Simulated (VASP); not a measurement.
Runs of VASP 6.6.1 on TaN. The structure is that of space group P-62m (No. 189), or close to it. The cells are those of the table. 

```tsv
spin	cell	k mesh	smearing	gap on the mesh (eV)	pressure (GPa)	largest force (eV/Å)
off	a = 5.200, b = 5.200, c = 2.910 Å, angles 90.0, 90.0, 120.0°, 6 atoms	12 × 12 × 18	gaussian 0.15 eV	none	1.6	-
collinear, ferromagnetic start	a = 5.196, b = 5.196, c = 2.911 Å, angles 90.0, 90.0, 120.0°, 6 atoms	6 × 6 × 6	gaussian 0.1 eV	none	(a)	0.02
off	a = 5.200, b = 5.200, c = 2.939 Å, angles 90.0, 90.0, 120.0°, 6 atoms	12 × 12 × 12	gaussian 0.1 eV	none	-1.8	0.01
off	a = 5.200, b = 5.200, c = 2.910 Å, angles 90.0, 90.0, 120.0°, 6 atoms	12 × 12 × 12	gaussian 0.1 eV	none	1.6	0.01
off	a = 5.183, b = 5.183, c = 2.903 Å, angles 90.0, 90.0, 120.0°, 6 atoms	12 × 12 × 12	gaussian 0.1 eV	none	4.6	0.01
```

Alike in all rows: task single point; level r2SCAN; potentials or basis VASP PAW PBE potentials, release 64 (Ta_pv, N); cutoff (eV) 520.

Question: Estimate the missing entries.

Answer: (a) 1.9.

Caveats: the PAW data sets were made with another functional, which shifts forces and pressure a little; spin-orbit coupling is left out, which moves the levels of the heavy elements.

A k mesh can miss the band edges, and the runs leave out spin-orbit coupling on Ta.

A gap of «none» marks levels without a gap at the run's occupations.
